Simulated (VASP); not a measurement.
Here is a VASP 6.6.1 calculation.

File INCAR:

```
SYSTEM = MnSe
PREC = Accurate
ENCUT = 520
EDIFF = 1E-7
ISMEAR = -1
SIGMA = 0.05
LREAL = .False.
LASPH = .True.
NELM = 150
ALGO = Normal
ISIF = 2
LWAVE = .False.
LCHARG = .True.
ISPIN = 2
MAGMOM = 4 4 0 0
LORBIT = 11
LMAXMIX = 4
LDAU = .True.
LDAUTYPE = 2
LDAUL = 2 -1
LDAUU = 8 0
LDAUJ = 0 0
LDAUPRINT = 1
LELF = .True.
LVHAR = .True.
NBANDS = 31
```

The input KPOINTS:

```
Automatic mesh
0
Gamma
  8 8 5
  0 0 0
```

Contents of POSCAR:

```
MnSe
1.0
    3.6132890000      0.0000000000      0.0000000000
    0.0000000000      3.6132890000      0.0000000000
    0.0000000000      0.0000000000      6.2463560000
Mn Se
2 2
Direct
    0.0000000000      0.0000000000      0.0000000000
    0.5000000000      0.5000000000      0.0000000000
    0.5000000000      0.0000000000      0.7503170000
    0.0000000000      0.5000000000      0.2496830000
```

Potentials or basis: VASP PAW LDA potentials, release 64 (Mn_pv, Se).

Launch:

```console
$ cat potpaw_LDA.64/Mn_pv/POTCAR potpaw_LDA.64/Se/POTCAR > POTCAR
$ mpirun -np 1 vasp_std > vasp.out
```

Problem. Predict the largest force.

Solution. 3.449 eV/Å.

Problem. Predict the net moment.

Solution. 9.74 μB per cell.

Problem. Predict the pressure.

Solution. 30.6 GPa.

Problem. Estimate the site moments.

Solution. Mn +4.51; Se +0.08 μB.

Eigenvalues of the final occupation matrices:
```csv
site,spin,trace,eigenvalues
site 1 d,1,4.74,0.95 0.95 0.95 0.95 0.95
site 1 d,2,0.31,0.03 0.04 0.07 0.09 0.09
site 2 d,1,4.74,0.95 0.95 0.95 0.95 0.95
site 2 d,2,0.31,0.03 0.04 0.07 0.09 0.09
```

Caveat: the stress differs along the axes, from 20 to 36 GPa; the run started ferromagnetic, and an antiferromagnetic order may lie lower in energy; forces of over 1 eV/Å act on the atoms, so gaps and moduli don't describe the material at rest. The state reached can hang on the start; a lower one may exist.
